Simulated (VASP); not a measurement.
# GaN (I-4m2) in VASP: further runs, part 2 of 2

VASP 6.6.1. Earlier steps stand in the parts before.

## 3. Single point, r2SCAN (strain +0.000 along x and y, +0.080 along z)

POSCAR reads:

```
GaN
1.0
    0.0000000000      2.2535006075      2.4337806561
    2.2535006075      0.0000000000      2.4337806561
    2.2535006075      2.2535006075      0.0000000000
Ga N
1 1
Direct
    0.0000000000      0.0000000000      0.0000000000
    0.7500000000      0.7500000000      0.7500000000
```

INCAR.step1 reads:

```
SYSTEM = GaN
ALGO = Normal ; EDIFF = 1E-4
ENCUT = 520 ; GGA = PE
ISMEAR = 0 ; LASPH = .TRUE.
LCHARG = .FALSE. ; LREAL = .FALSE.
LWAVE = .TRUE. ; NBANDS = 16
NELM = 100 ; PREC = Accurate
SIGMA = 0.05
```

INCAR.step2 reads:

```
SYSTEM = GaN
ALGO = Normal ; EDIFF = 1E-6
ENCUT = 520 ; ISIF = 2
ISMEAR = 0 ; ISTART = 1
LASPH = .TRUE. ; LCHARG = .FALSE.
LMIXTAU = .TRUE. ; LREAL = .FALSE.
LWAVE = .FALSE. ; METAGGA = R2SCAN
NBANDS = 16 ; NELM = 100
PREC = Accurate ; SIGMA = 0.05
```

KPOINTS reads:

```
k-points
0
G
  10 10 10
  0 0 0
```

Potentials or basis: VASP PAW PBE potentials, release 64 (Ga_d, N).

Run with:

```bash
cat potpaw_PBE.64/Ga_d/POTCAR potpaw_PBE.64/N/POTCAR > POTCAR
cp INCAR.step1 INCAR
mpirun -np 1 vasp_std > vasp.out
cp INCAR.step2 INCAR
mpirun -np 1 vasp_std > vasp.out
```

It used 230 s of CPU time on 1 thread of AMD EPYC 7R13 Processor (Zen 3), with other jobs on the host.

Results (log left out):

```yaml
Free_energy: -21.7743 eV
Pressure: -13.2 GPa
Band_gap_on_the_k_mesh: 1.45 eV, direct
```

Stress tensor (GPa, compression positive):
```
 -9.16   0.00   0.00
  0.00  -9.16   0.00
  0.00   0.00 -21.17
```

Levels at points of the mesh, in eV from the valence-band top:
```
           k point  band 5  band 6  band 7  band 8  band 9  band 10  band 11  band 12  band 13  band 14
(0.00, 0.00, 0.00)  -13.68  -13.67   -0.40    0.00    0.00     1.44    10.32    10.32    10.55    17.34
(0.50, 0.00, 0.00)  -13.62  -12.54   -6.78   -1.33   -0.74     4.34     8.89    10.12    11.01    15.58
(0.50, 0.50, 0.00)  -13.64  -12.39   -6.56   -2.26   -2.26     3.95     7.36    11.27    14.19    14.19
(0.50, 0.00, 0.50)  -13.60  -12.04   -5.75   -2.81   -2.80     3.47     6.24    12.16    12.94    14.68
```

Caveat: the cell differs from its parent crystal (strain +0.000 along x and y, +0.080 along z); the PAW data sets were made with another functional, which shifts forces and pressure a little.

## 4. Single point, r2SCAN (strain +0.040 along x and y, +0.080 along z)

POSCAR reads:

```
GaN
1.0
    0.0000000000      2.3436406318      2.4337806561
    2.3436406318      0.0000000000      2.4337806561
    2.3436406318      2.3436406318      0.0000000000
Ga N
1 1
Direct
    0.0000000000      0.0000000000      0.0000000000
    0.7500000000      0.7500000000      0.7500000000
```

INCAR.step1 reads:

```
SYSTEM = GaN
PREC = Accurate
ENCUT = 520
ISMEAR = 0
SIGMA = 0.05
LREAL = .FALSE.
LASPH = .TRUE.
NELM = 60
NBANDS = 16
GGA = PE
ALGO = Normal
EDIFF = 1E-4
LWAVE = .TRUE.
LCHARG = .FALSE.
```

INCAR.step2 reads:

```
SYSTEM = GaN
PREC = Accurate
ENCUT = 520
EDIFF = 1E-6
ISMEAR = 0
SIGMA = 0.05
LREAL = .FALSE.
LASPH = .TRUE.
NELM = 60
ALGO = Normal
ISIF = 2
LWAVE = .FALSE.
LCHARG = .FALSE.
METAGGA = R2SCAN
LMIXTAU = .TRUE.
NBANDS = 16
ISTART = 1
```

KPOINTS reads:

```
Automatic mesh
0
G
  10 10 10
  0 0 0
```

Potentials or basis: VASP PAW PBE potentials, release 64 (Ga_d, N).

Run with:

```bash
cat potpaw_PBE.64/Ga_d/POTCAR potpaw_PBE.64/N/POTCAR > POTCAR
cp INCAR.step1 INCAR
mpirun -np 1 vasp_std > vasp.out
cp INCAR.step2 INCAR
mpirun -np 1 vasp_std > vasp.out
```

OUTCAR:

```text
SYSTEM = GaN
   PREC = Accurate
   ENCUT = 520
   EDIFF = 1E-6
   ISMEAR = 0
   LREAL = .FALSE.
   LASPH = .TRUE.
   NELM = 60
   ISIF = 2
   METAGGA = R2SCAN
   ISTART = 1

 ion  position               nearest neighbor table
   1  0.000  0.000  0.000-   2 2.06   2 2.06   2 2.06   2 2.06
   2  0.750  0.750  0.750-   1 2.06   1 2.06   1 2.06   1 2.06

  LATTYP: Found a body centered tetragonal cell.
 ALAT       =     3.3144083668
 C/A-ratio  =     1.4686063917

  Lattice vectors:

 A1 = (  -2.3436406318,   0.0000000000,   2.4337806561)
 A2 = (   2.3436406318,   0.0000000000,   2.4337806561)
[... 627 lines left out ...]
      5     -10.1062      2.00000
      6      -9.2184      2.00000
[... 8 lines left out ...]
     15      24.3323      0.00000
     16      25.3879      0.00000

 [... further k-points ...]
[... 5 lines left out ...]
  --------------------------------------------------------------------------------------
  -------------------------------------------------------------------------------------
  Total       -3.3222935     -3.3222935     -4.2230263      0.0000000      0.0000000     -0.0000000
  in kB     -199.0925955   -199.0925955   -253.0701377      0.0000000      0.0000000     -0.0000000
  external PRESSURE =    -217.0851096 kB  Pullay stress =       0.0000000 kB

 VOLUME and BASIS-vectors are now :
 -----------------------------------------------------------------------------
  energy-cutoff  :      520.00
  volume of cell :       26.74
      direct lattice vectors                 reciprocal lattice vectors
     0.000000000  2.343640632  2.433780656    -0.213343289  0.213343289  0.205441685
     2.343640632  0.000000000  2.433780656     0.213343289 -0.213343289  0.205441685
     2.343640632  2.343640632  0.000000000     0.213343289  0.213343289 -0.205441685

 POSITION                                       TOTAL-FORCE (eV/Angst)
 -----------------------------------------------------------------------------------
      0.00000      0.00000      0.00000         0.000000      0.000000      0.000000
      3.51546      3.51546      3.65067        -0.000000     -0.000000     -0.000000
 -----------------------------------------------------------------------------------
    total drift:                               -0.000029     -0.000029     -0.000021

  FREE ENERGIE OF THE ION-ELECTRON SYSTEM (eV)
  ---------------------------------------------------
  free  energy   TOTEN  =       -21.5877544978 eV

  energy  without entropy=      -21.5877544978  energy(sigma->0) =      -21.58775450
```

OSZICAR.step1:

```text
N       E                     dE             d eps       ncg     rms          rms(c)
DAV:   1     0.876012461424E+02    0.87601E+02   -0.93107E+03  3496   0.190E+03
DAV:   2    -0.674114984043E+01   -0.94342E+02   -0.87496E+02  3744   0.334E+02
DAV:   3    -0.136620540877E+02   -0.69209E+01   -0.68888E+01  3832   0.745E+01
DAV:   4    -0.137493065586E+02   -0.87252E-01   -0.87239E-01  4144   0.930E+00
DAV:   5    -0.137504889364E+02   -0.11824E-02   -0.11824E-02  3992   0.953E-01    0.724E+00
DAV:   6    -0.119887308036E+02    0.17618E+01   -0.51631E+00  4904   0.358E+01    0.279E+00
DAV:   7    -0.119709369834E+02    0.17794E-01   -0.27881E-01  3480   0.733E+00    0.172E+00
DAV:   8    -0.119681938343E+02    0.27431E-02   -0.10042E-01  3480   0.309E+00    0.105E+00
DAV:   9    -0.119617510079E+02    0.64428E-02   -0.11679E-02  4112   0.191E+00    0.421E-01
DAV:  10    -0.119621239101E+02   -0.37290E-03   -0.20168E-03  3600   0.341E-01    0.274E-01
DAV:  11    -0.119620703156E+02    0.53594E-04   -0.22709E-04  3360   0.340E-01
   1 F= -.11962070E+02 E0= -.11962070E+02  d E =-.356964E-18
```

It took 3.8 min on 1 thread of AMD EPYC 7R13 (Zen 3), shared host; peak memory 0.16 GiB.

What came out:

* Free energy: -21.5878 eV
* Pressure: -21.7 GPa
* Band gap on the k mesh: 1.02 eV, direct

Stress tensor (GPa, compression positive):
```
-19.91   0.00   0.00
  0.00 -19.91   0.00
  0.00   0.00 -25.31
```

Levels at points of the mesh, in eV from the valence-band top:
```csv
k point,band 7,band 8,band 9,band 10,band 11,band 12
"(0.00, 0.00, 0.00)",-0.17,0.00,0.00,1.02,9.90,9.90
"(0.50, 0.00, 0.00)",-6.27,-1.01,-0.74,3.99,8.53,9.90
"(0.50, 0.50, 0.00)",-5.91,-2.16,-2.16,3.77,6.52,11.16
"(0.50, 0.00, 0.50)",-5.54,-2.42,-2.42,3.57,6.01,11.55
```

Caveat: the cell differs from its parent crystal (strain +0.040 along x and y, +0.080 along z); the PAW data sets were made with another functional, which shifts forces and pressure a little.

## 5. The runs side by side

| cell | gap on the mesh (eV) | pressure (GPa) |
| --- | --- | --- |
| a = 3.251, b = 3.251, c = 3.187 Å, angles 60.7, 60.7, 58.7°, 2 atoms | 1.79 | -7.2 |
| a = 3.317, b = 3.317, c = 3.187 Å, angles 61.3, 61.3, 57.4°, 2 atoms | 1.45 | -13.2 |
| a = 3.379, b = 3.379, c = 3.314 Å, angles 60.6, 60.6, 58.7°, 2 atoms | 1.02 | -21.7 |

Alike in all rows: task single point; level r2SCAN; potentials or basis VASP PAW PBE potentials, release 64 (Ga_d, N); no spin polarisation; k mesh 10 × 10 × 10; cutoff (eV) 520; smearing gaussian 0.05 eV.

Caveats: the PAW data sets were made with another functional, which shifts forces and pressure a little.

Total energies depend on the potentials used, so only differences within one code and one set of settings carry meaning.
